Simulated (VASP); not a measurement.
**BAs: single point with PBE**

The system is BAs.

```
CELL_PARAMETERS angstrom
0.00000 2.40376 2.40376
2.40376 0.00000 2.40376
2.40376 2.40376 0.00000
ATOMIC_POSITIONS crystal
B 0.00000 0.00000 0.00000
As 0.75000 0.75000 0.75000
```

```yaml
Program: VASP 6.6.1
Task: single point
Functional: PBE
Potentials_or_basis: VASP PAW PBE potentials, release 64 (B, As)
Cutoff: 520 eV
k_mesh: 12 × 12 × 12
Occupations: gaussian, width 0.05 eV
Spin: no spin polarisation
Dipole_correction: no
Further_INCAR_settings: ALGO = Normal; EDIFF = 1e-06; NBANDS = 11
```

The pressure is 0.7 GPa and the band gap on the k mesh is 1.20 eV, indirect (least direct gap 3.25 eV).

Levels at points of the mesh, in eV from the valence-band top:
```
           k point  band 2  band 3  band 4  band 5  band 6  band 7
(0.00, 0.00, 0.00)    0.00    0.00    0.00    3.25    3.25    3.25
(0.50, 0.00, 0.00)   -8.65   -1.79   -1.79    2.58    4.76    4.76
(0.50, 0.50, 0.00)   -8.42   -4.00   -4.00    1.45    1.46   11.18
```

Wall time 40 s on 1 thread of Intel Xeon 6975P-C (shared host), peak memory 0.17 GiB.

A k mesh can miss the band edges. A hybrid or GW would open this gap; PBE tends to underestimate it.
